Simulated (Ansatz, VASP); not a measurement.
## One calculation of GaSnAs, two programs

```xyz
3
Lattice="4.5303 0.0000 0.0000 -2.2651 3.9233 0.0000 0.0000 0.0000 4.0000" Properties=species:S:1:pos:R:3 pbc="T T T"
Ga    0.0000    2.6156    2.0000
Sn    0.0000    0.0000    0.0000
As    2.2651    1.3078    2.0000
```

Change from the starting cell: species swapped into the CeCuSi type (P-6m2, No. 187).

Alike in both runs: functional PBE; k mesh 12 × 12 × 10; occupations gaussian, width 0.1 eV; no spin polarisation.

Ansatz relaxed the structure, and its values are those at the end. VASP's run is a single point on that final structure, the one shown.

|  | VASP | Ansatz |
| --- | --- | --- |
| version | VASP 6.6.1 | Ansatz 0.2.0 |
| potentials or method | VASP PAW PBE potentials, release 64 (Ga_d, Sn_d, As), cutoff 520 eV | scalar-relativistic, plane waves, PAW |
| valence electrons in the cell | 32 | 42 |

```csv
,VASP,Ansatz,Ansatz less VASP
gap on the k mesh at the Fermi level (eV),none,none,-
pressure (GPa),0.1,0.0,-0.06
```

A gap of «none» marks a metal or a gap that the smearing closes. VASP's potentials hold 32 valence electrons a cell and Ansatz's 42, so a difference there can come from the potentials and not from the codes.
